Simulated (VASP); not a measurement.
Set up this calculation in VASP 6.6.1, as the native input.

| Item | Value |
| --- | --- |
| Task | single point |
| Functional | r2SCAN |
| Potentials or basis | VASP PAW PBE potentials, release 64 (Li_sv, F) |
| Cutoff | 520 eV |
| k mesh | 10 × 10 × 10 |
| Occupations | gaussian, width 0.05 eV |
| Spin | no spin polarisation |
| Dipole correction | no |
| Further INCAR settings | ALGO = Normal; EDIFF = 1e-06; NBANDS = 12 |

The system is LiF.

```
Li F
1.0
     0.00000    2.21540    2.01400
     2.01400    0.00000    2.01400
     2.01400    2.21540    0.00000
Li F
1 1
Cartesian
  0.0000 0.0000 0.0000
  2.0140 2.2154 2.0140
```

This cell differs from its parent crystal: strain +0.1000 x Voigt [0, 1, 0, 0, 0, 0].

These files were run (other wordings do the same):

POSCAR

```
LiF
1.0
    0.0000000000      2.2154000000      2.0140000000
    2.0140000000      0.0000000000      2.0140000000
    2.0140000000      2.2154000000      0.0000000000
Li F
1 1
Direct
    0.0000000000      0.0000000000      0.0000000000
    0.5000000000      0.5000000000      0.5000000000
```

INCAR.step1

```
SYSTEM = LiF
PREC = Accurate
ENCUT = 520
ISMEAR = 0
SIGMA = 0.05
LREAL = .False.
LASPH = .True.
NELM = 60
NBANDS = 12
GGA = PE
ALGO = Normal
EDIFF = 1E-4
LWAVE = .True.
LCHARG = .False.
```

INCAR.step2

```
SYSTEM = LiF
PREC = Accurate
ENCUT = 520
EDIFF = 1E-6
ISMEAR = 0
SIGMA = 0.05
LREAL = .False.
LASPH = .True.
NELM = 60
ALGO = Normal
ISIF = 2
LWAVE = .False.
LCHARG = .True.
METAGGA = R2SCAN
LMIXTAU = .True.
LELF = .True.
LVHAR = .True.
NBANDS = 12
ISTART = 1
```

KPOINTS

```
Automatic mesh
0
Gamma
  10 10 10
  0 0 0
```

Potentials or basis: VASP PAW PBE potentials, release 64 (Li_sv, F).

Launch:

```console
$ cat potpaw_PBE.64/Li_sv/POTCAR potpaw_PBE.64/F/POTCAR > POTCAR
$ cp INCAR.step1 INCAR
$ mpirun -np 1 vasp_std > vasp.out
$ cp INCAR.step2 INCAR
$ mpirun -np 1 vasp_std > vasp.out
```

It gave:

The band gap on the k mesh is 9.28 eV.

Caveat: the cell differs from its parent crystal (strain +0.1000 x Voigt [0, 1, 0, 0, 0, 0]).

Run time: 76 s on 1 thread of Intel Xeon 8259CL, with other jobs on the host, peak memory 0.15 GiB.
